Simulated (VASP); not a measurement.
A run of VASP 6.6.1 is set up as follows.

Contents of INCAR:

```
SYSTEM = AgI
PREC = Accurate
ENCUT = 500
EDIFF = 1E-6
ISMEAR = 0
SIGMA = 0.02
LREAL = .FALSE.
LASPH = .TRUE.
NELM = 120
ALGO = Normal
ISIF = 2
LWAVE = .FALSE.
LCHARG = .FALSE.
GGA = PE
NBANDS = 16
GGA_COMPAT = .FALSE.
```

Contents of KPOINTS:

```
Automatic mesh
0
G
  8 8 8
  0 0 0
```

File POSCAR:

```
AgI
1.0
    0.0000000000      3.2365000000      3.2365000000
    3.2365000000      0.0000000000      3.2365000000
    3.2365000000      3.2365000000      0.0000000000
Ag I
1 1
Direct
    0.0000000000      0.0000000000      0.0000000000
    0.2500000000      0.2500000000      0.2500000000
```

Potentials or basis: VASP PAW PBE potentials, release 64 (Ag, I).

Command:

```bash
$ cat potpaw_PBE.64/Ag/POTCAR potpaw_PBE.64/I/POTCAR > POTCAR
$ mpirun -np 1 vasp_std > vasp.out
```

Estimate the band gap on the k mesh.

1.34 eV.

Predict the pressure.

2.2 GPa.

Caveat: spin-orbit coupling is left out, which moves the levels of the heavy elements.
